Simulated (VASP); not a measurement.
# Hf3C4 (P6/mmm) in VASP: further runs

Runs on Hf3C4. Level: PBE. Tasks: relaxation of cell and atoms, single point.

Program: VASP 6.6.1. These are calculated values, not measurements. Logs are shortened: lines on timing, memory, paths and dates and some standing lists are left out, and cuts for length are marked.

## 1. The cell of the first run

It takes space group P6/mmm (No. 191, hexagonal). The conventional cell has a = 3.837 Å, b = 3.837 Å, c = 7.029 Å, α = 90.00°, β = 90.00°, γ = 120.00°. Within 2.9 Å of Hf (site symmetry 6/mmm) lie 6 Hf at 2.22 Å and 2 C at 2.24 Å. Hf (site symmetry -6m2) has 6 Hf at 2.22 Å within 2.9 Å. C (site symmetry 6mm) has 1 Hf at 2.24 Å and 7 C at 2.55 to 2.56 Å within 3.0 Å. Within 2.9 Å of C (site symmetry -6m2) lie 9 C at 2.22 to 2.56 Å.

## 2. Relaxation of cell and atoms, PBE

File INCAR:

```
PREC = Accurate
ENCUT = 600
EDIFF = 1E-7
ISMEAR = 0
SIGMA = 0.1
LREAL = F
LASPH = T
NELM = 80
ALGO = Normal
ISIF = 3
LWAVE = F
LCHARG = F
GGA = PE
IBRION = 2
NSW = 90
EDIFFG = -0.04
```

File KPOINTS:

```
regular mesh
0
Gamma
  6 6 4
```

File POSCAR:

```
Hf3C4
1.0
    3.8369168300      0.0000000000      0.0000000000
   -1.9184584100      3.3228674500      0.0000000000
    0.0000000000      0.0000000000      7.0288870300
Hf C
3 4
Direct
    0.0000000000      0.0000000000      0.0000000000
    0.6666666700      0.3333333300      0.0000000000
    0.3333333300      0.6666666700      0.0000000000
    0.0000000000      0.0000000000      0.6816656000
    0.0000000000      0.0000000000      0.3183344000
    0.3333333300      0.6666666700      0.5000000000
    0.6666666700      0.3333333300      0.5000000000
```

Potentials or basis: VASP PAW PBE potentials, release 64 (Hf_pv, C).

Command:

```sh
> cat potpaw_PBE.64/Hf_pv/POTCAR potpaw_PBE.64/C/POTCAR > POTCAR
> mpirun -np 1 vasp_std > vasp.out
```

OUTCAR:

```text
PREC = Accurate
   ENCUT = 600
   EDIFF = 1E-7
   ISMEAR = 0
   LREAL = F
   LASPH = T
   NELM = 80
   ISIF = 3
   GGA = PE
   IBRION = 2
   NSW = 90
   EDIFFG = -0.04

 ion  position               nearest neighbor table
   1  0.000  0.000  0.000-   2 2.22   3 2.22   2 2.22   3 2.22   2 2.22   3 2.22   4 2.24   5 2.24

   2  0.667  0.333  0.000-   1 2.22   3 2.22   3 2.22   1 2.22   1 2.22   3 2.22
   3  0.333  0.667  0.000-   1 2.22   2 2.22   2 2.22   1 2.22   1 2.22   2 2.22
   4  0.000  0.000  0.682-   1 2.24
   5  0.000  0.000  0.318-   1 2.24
   6  0.333  0.667  0.500-
   7  0.667  0.333  0.500-

  LATTYP: Found a hexagonal cell.
 ALAT       =     3.8369168300
 C/A-ratio  =     1.8319101876

  Lattice vectors:

 A1 = (   3.8369168300,   0.0000000000,   0.0000000000)
 A2 = (  -1.9184584100,   3.3228674500,   0.0000000000)
 A3 = (   0.0000000000,   0.0000000000,   7.0288870300)

Analysis of symmetry for initial positions (statically):
=====================================================================
 Subroutine PRICEL returns:
 Original cell was already a primitive cell.

 Routine SETGRP: Setting up the symmetry group for a
 hexagonal supercell.

 Subroutine GETGRP returns: Found 24 space group operations
 (whereof 24 operations were pure point group operations)
 out of a pool of 24 trial point group operations.

The static configuration has the point symmetry D_6h.

Analysis of symmetry for dynamics (positions and initial velocities):
=====================================================================
 Subroutine PRICEL returns:
 Original cell was already a primitive cell.

 Routine SETGRP: Setting up the symmetry group for a
 hexagonal supercell.

 Subroutine GETGRP returns: Found 24 space group operations
 (whereof 24 operations were pure point group operations)
 out of a pool of 24 trial point group operations.

The dynamic configuration has the point symmetry D_6h.

 Subroutine INISYM returns: Found 24 space group operations
 (whereof 24 operations are pure point group operations),
 and found     1 'primitive' translations

----------------------------------------------------------------------------------------

                                     Primitive cell

  volume of cell :      89.6153

  direct lattice vectors                    reciprocal lattice vectors
[... 84 lines left out ...]
   PREC   = accura    normal or accurate (medium, high low for compatibility)
   ISTART =      0    job   : 0-new  1-cont  2-samecut
   ICHARG =      2    charge: 1-file 2-atom 10-const
   ISPIN  =      1    spin polarized calculation?
   LNONCOLLINEAR =      F non collinear calculations
   LSORBIT =      F    spin-orbit coupling
   LASPH  =      T    aspherical Exc in radial PAW
   ENCUT  =  600.0 eV  44.10 Ry    6.64 a.u.   7.66  7.66 14.04*2*pi/ulx,y,z
   NELM   =     80;   NELMIN=  2; NELMDL= -5     # of ELM steps
   EDIFF  = 0.1E-06   stopping-criterion for ELM
   LREAL  =      F    real-space projection
   EDIFFG = -.4E-01   stopping-criterion for IOM
   NSW    =     90    number of steps for IOM
   IBRION =      2    ionic relax: 0-MD 1-quasi-New 2-CG
   NFREE  =      1    steps in history (QN), initial steepest desc. (CG)
   ISIF   =      3    stress and relaxation
   ISYM   =      2    0-nonsym 1-usesym 2-fastsym
   POTIM  = 0.5000    time-step for ionic-motion
   TEBEG  =    0.0;   TEEND  =   0.0 temperature during run
   PSTRESS=    0.0 pullay stress
   NELECT =      46.0000    total number of electrons
   NUPDOWN=      -1.0000    fix difference up-down
   EMIN   =  10.00;   EMAX   =-10.00  energy-range for DOS
   EFERMI =   0.00;   METHOD = LEGACY
   ISMEAR =     0;   SIGMA  =   0.10  broadening in eV -4-tet -1-fermi 0-gaus
   EFERMI_NEDOS =   21; number of points for ismear=-14 and -15
   IALGO  =     38    algorithm
   IMIX   =      4    mixing-type and parameters
     AMIX     =   0.40;   BMIX     =  1.00
     AMIX_MAG =   1.60;   BMIX_MAG =  1.00
  volume/ion in A,a.u.               =      12.80        86.39
  Fermi-wavevector in a.u.,A,eV,Ry     =   1.310791  2.477036 23.377164  1.718173
  Thomas-Fermi vector in A             =   2.441297
   LORBIT       =      0    0 simple, 1 ext, 2 COOP (PROOUT), +10 PAW based schemes
   GGA     = PE    functional components
   LHFCALC =     F    Hartree Fock is set to
   AEXX    =    0.0000 exact exchange contribution
   IVDW    =     0    specifies the selected vdW correction
   LEPSILON=     F    determine dielectric tensor
   LRPA    =     F    only Hartree local field effects (RPA)
 conjugate gradient relaxation of ions
 non-spin polarized calculation
 Gauss-broadening in eV      SIGMA  =   0.10
  energy-cutoff  :      600.00
  volume of cell :       89.62
 maximum number of plane-waves:      3040
 NGX is ok and might be reduce to    32
   NGX = 15   NGY = 15   NGZ = 29

--------------------------------------- Ionic step        1  -------------------------------------------

 number of electron      45.9999998 magnetization

 Free energy of the ion-electron system (eV)
  ---------------------------------------------------
  ext. energy  EPLUGINS =         0.00000000
  ---------------------------------------------------
  free energy    TOTEN  =       -26.88357414 eV

  energy without entropy =      -26.84367998  energy(sigma->0) =      -26.86362706

------------------------ aborting loop because EDIFF is reached ----------------------------------------

  FORCE on cell =-STRESS in cart. coord.  units (eV):
  Direction    XX          YY          ZZ          XY          YZ          ZX
  --------------------------------------------------------------------------------------
  -------------------------------------------------------------------------------------
  Total       68.9539394     68.9539396     -5.2469514      0.0000001      0.0000000      0.0000000
  in kB     1232.7860158   1232.7860181    -93.8070896      0.0000019      0.0000000      0.0000000
  external PRESSURE =     790.5883148 kB  Pullay stress =       0.0000000 kB
[... 1381 lines left out ...]
     26       3.2139      0.00000
     27       3.8401      0.00000

[... ionic steps 4 to 25 ...]

--------------------------------------- Ionic step       26  -------------------------------------------

 number of electron      45.9999998 magnetization

------------------------ aborting loop because EDIFF is reached ----------------------------------------
[... 77 lines left out ...]
--------------------------------------- Ionic step       28  -------------------------------------------

 number of electron      45.9999998 magnetization

 Free energy of the ion-electron system (eV)
  ---------------------------------------------------
  ext. energy  EPLUGINS =         0.00000000
  ---------------------------------------------------
  free energy    TOTEN  =       -50.95402094 eV

  energy without entropy =      -50.92435005  energy(sigma->0) =      -50.93918549

 E-fermi :   2.7846     XC(G=0): -10.2126

 val. band max:        2.7539648019   @ k =   0.5000  -0.0000   0.2500
 cond. band min:       2.8173091027   @ k =   0.5000  -0.0000   0.5000
 fundamental gap:      0.0633443009
 Fermi energy:         2.7845893224
[... 662 lines left out ...]
  FREE ENERGIE OF THE ION-ELECTRON SYSTEM (eV)
  ---------------------------------------------------
  free  energy   TOTEN  =       -50.9540209372 eV

  energy  without entropy=      -50.9243500463  energy(sigma->0) =      -50.93918549

 reached required accuracy - stopping structural energy minimisation
```

It took 26 min on 1 thread of Intel Xeon 6975P-C, shared host; peak memory 0.28 GiB.

What came out:

| Quantity | Value |
| --- | --- |
| Free energy | -50.9540 eV |
| Relaxed volume | 17.82 Å³/atom |
| Relaxed cell | a = 5.234 Å, b = 5.234 Å, c = 5.259 Å, α = 90.00°, β = 90.00°, γ = 120.00° |
| Space group after relaxing (to 0.05 Å) | P6/mmm (No. 191) |
| Energy gained by relaxing | 3438.6 meV/atom |
| Ionic steps | 28 |
| Pressure after relaxing | 0.1 GPa |
| Largest force after relaxing | 0.016 eV/Å |
| Band gap on the k mesh | zero (band 23 reaches 3.30 eV, above the bottom of band 24 at 2.43 eV) |

Forces on the atoms (eV/Å):
```
Hf   0.000  0.000  0.000
Hf   0.000  0.000  0.000
Hf   0.000  0.000  0.000
C    0.000  0.000  0.016
C    0.000  0.000 -0.016
C    0.000  0.000  0.000
C    0.000  0.000  0.000
```

Stress tensor (GPa, compression positive):
```
-0.01  0.00  0.00
 0.00 -0.01  0.00
 0.00  0.00  0.34
```

Step by step:
```tsv
step	energy change (eV)	largest force (eV/Å)	pressure (GPa)	volume (Å³)
1	0.0000	0.3837	79.06	89.62
2	-12.7905	1.7597	-17.18	187.97
3	-14.5283	1.4326	-7.19	143.11
4	-14.5702	1.5295	-9.58	149.10
5	-18.4451	8.6458	-5.03	131.88
6	155.7311	25.1807	675.12	69.21
7	-14.0153	12.3161	6.36	130.70
8	-14.7974	13.0554	6.50	128.39
9	-17.0305	16.1828	9.55	121.10
10	-13.6721	12.7739	50.41	104.68
11	-16.1334	18.6660	13.86	118.29
12	-17.2390	18.3318	20.36	111.69
13	-16.7960	12.7751	29.26	108.24
14	-17.1698	16.6183	23.41	110.08
15	-17.6587	5.1179	32.90	109.43
16	-18.0712	5.6881	26.99	109.67
17	-19.2806	6.0417	23.68	111.91
18	-22.2001	6.5201	13.70	118.59
19	-23.8890	2.6698	-5.94	131.81
20	-23.9582	3.1927	-3.39	129.62
21	-23.9586	3.2996	-2.88	129.23
22	-24.0433	0.0381	-1.55	128.47
23	-24.0436	0.1783	-1.49	128.44
24	-24.0493	0.1477	-1.27	127.98
25	-24.0622	0.0579	-0.62	126.61
26	-24.0679	0.1283	0.77	123.90
27	-24.0691	0.0709	0.34	124.71
28	-24.0704	0.0158	0.10	124.77
```

Final structure:
```yaml
crystal:
  lattice:
    - [5.23380, 0.00000, 0.00000]
    - [-2.61690, 4.53260, 0.00000]
    - [0.00000, 0.00000, 5.25933]
  atoms:
    - { symbol: Hf, position: [0.00000, 0.00000, 0.00000] }
    - { symbol: Hf, position: [0.66667, 0.33333, 0.00000] }
    - { symbol: Hf, position: [0.33333, 0.66667, 0.00000] }
    - { symbol: C, position: [0.00000, 0.00000, 0.61855] }
    - { symbol: C, position: [0.00000, 0.00000, 0.38145] }
    - { symbol: C, position: [0.33333, 0.66667, 0.50000] }
    - { symbol: C, position: [0.66667, 0.33333, 0.50000] }
```

Caveat: the volume moved by over 15 % at a fixed basis, so the end points are rough; spin-orbit coupling is left out, which moves the levels of the heavy elements.

## 3. Single point, PBE

This run uses another cell than the first one, of 18.30 Å³/atom, 1.429 times its volume.

File INCAR:

```
ALGO = Normal
EDIFF = 1E-6
ENCUT = 520
GGA = PE
ISIF = 2
ISMEAR = 0
LASPH = T
LCHARG = F
LREAL = F
LWAVE = F
NBANDS = 32
NELM = 80
PREC = Accurate
SIGMA = 0.1
```

File KPOINTS:

```
k-points
0
Gamma
  12 12 8
```

File POSCAR:

```
Hf3C4
1.0
    5.3093506000      0.0000000000      0.0000000000
   -2.6546753000      4.5980324972      0.0000000000
    0.0000000000      0.0000000000      5.2470942326
Hf C
3 4
Direct
    0.0000000000      0.0000000000      0.0000000000
    0.6666666667      0.3333333333      0.0000000000
    0.3333333333      0.6666666667      0.0000000000
    0.0000000000      0.0000000000      0.6186166406
    0.0000000000      0.0000000000      0.3813833594
    0.3333333333      0.6666666667      0.5000000000
    0.6666666667      0.3333333333      0.5000000000
```

Potentials or basis: VASP PAW PBE potentials, release 64 (Hf_pv, C).

Command:

```sh
> cat potpaw_PBE.64/Hf_pv/POTCAR potpaw_PBE.64/C/POTCAR > POTCAR
> mpirun -np 1 vasp_std > vasp.out
```

Run time: 5.3 min. Hardware: 1 thread of Intel Xeon 6975P-C, shared host; peak memory 0.46 GiB.

Results (log left out):

| Property | Result |
| --- | --- |
| Free energy | -51.1763 eV |
| Pressure | 0.0 GPa |
| Largest force | 0.015 eV/Å |
| Band gap on the k mesh | zero (band 23 reaches 3.15 eV, above the bottom of band 24 at 2.23 eV) |

Forces in eV/Å, atoms in the order of the input:
```
Hf   0.000  0.000  0.000
Hf   0.000  0.000  0.000
Hf   0.000  0.000  0.000
C    0.000  0.000 -0.015
C    0.000  0.000  0.015
C    0.000  0.000  0.000
C    0.000  0.000  0.000
```

Stress tensor (GPa, compression positive):
```
-0.16  0.00  0.00
 0.00 -0.16  0.00
 0.00  0.00  0.45
```

Levels at points of the mesh, in eV from the Fermi level:
```
           k point  band 19  band 20  band 21  band 22  band 23  band 24  band 25  band 26  band 27  band 28
(0.00, 0.00, 0.00)    -1.38    -1.02    -0.23    -0.23     0.05     0.64     0.64     0.69     0.69     0.93
(0.50, 0.00, 0.00)    -1.77    -1.39    -1.09    -0.60    -0.52    -0.09     0.05     0.44     0.99     1.10
(0.00, 0.00, 0.50)    -1.72    -1.72    -1.27    -0.11    -0.11     0.19     0.19     1.38     1.38     1.68
(0.50, 0.00, 0.50)    -2.07    -1.30    -1.22    -0.48    -0.24    -0.13     0.04     0.55     0.96     1.57
```

Caveat: spin-orbit coupling is left out, which moves the levels of the heavy elements.
